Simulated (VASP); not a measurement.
# SiNi: single point with PBE

Crystal: SiNi.

```
Si Ni
1.0
     3.05528    0.00000    0.00000
     0.00000    3.25831    0.00000
     0.00000    0.00000    4.70939
Si Ni
2 2
Cartesian
  1.5276 1.6292 3.9709
  0.0000 0.0000 0.7385
  1.5276 1.6292 1.6121
  0.0000 0.0000 3.0973
```

* Program: VASP 6.6.1
* Task: single point
* Functional: PBE
* Potentials or basis: VASP PAW PBE potentials, release 64 (Si, Ni)
* Cutoff: 600 eV
* k mesh: 14 × 12 × 10
* Occupations: gaussian, width 0.1 eV
* Spin: no spin polarisation
* Dipole correction: no
* Further INCAR settings: ALGO = Normal; EDIFF = 1e-06; NBANDS = 22

```json
{
  "Pressure": "0.0 GPa",
  "Largest force": "0.009 eV/Å",
  "Band gap on the k mesh": "zero (bands 14 and 15 overlap by 2.58 eV)"
}
```

Forces on the atoms (eV/Å):
```
Si   0.000  0.000  0.002
Si   0.000  0.000 -0.002
Ni   0.000  0.000  0.009
Ni   0.000  0.000 -0.009
```

Stress tensor (GPa, compression positive):
```
-0.03  0.00  0.00
 0.00 -0.02  0.00
 0.00  0.00  0.20
```

Levels at points of the mesh, in eV from the Fermi level:
```csv
k point,band 10,band 11,band 12,band 13,band 14,band 15,band 16,band 17,band 18,band 19
"(0.00, 0.00, 0.00)",-2.50,-2.29,-1.95,-1.92,-0.90,0.58,3.08,4.92,5.41,6.59
"(0.50, 0.00, 0.00)",-2.50,-2.44,-2.44,-1.65,-1.65,1.63,1.63,3.57,3.57,6.24
"(0.00, 0.50, 0.00)",-2.60,-2.23,-2.23,-1.99,-1.99,1.28,1.28,4.44,4.44,7.30
"(0.50, 0.50, 0.00)",-3.19,-1.92,-1.92,-1.64,-1.64,1.48,1.48,1.97,1.97,3.93
"(0.00, 0.00, 0.50)",-2.66,-2.64,-2.00,1.33,2.13,2.24,2.36,2.68,3.62,3.78
"(0.50, 0.00, 0.50)",-2.32,-2.10,-2.10,-1.48,-1.48,3.84,3.84,5.36,5.36,5.87
"(0.00, 0.50, 0.50)",-2.39,-1.98,-1.98,-1.85,-1.85,4.83,4.83,5.33,5.33,6.98
"(0.50, 0.50, 0.50)",-2.66,-1.93,-1.93,-1.58,-1.58,-0.36,-0.36,0.93,0.93,8.23
```

It took 7.2 min on 1 thread of Oxide Virtual Turin-like Processor (shared host), peak memory 0.43 GiB.

Spin polarisation is off, so any magnetic state and its effect on volume and gap are missing.
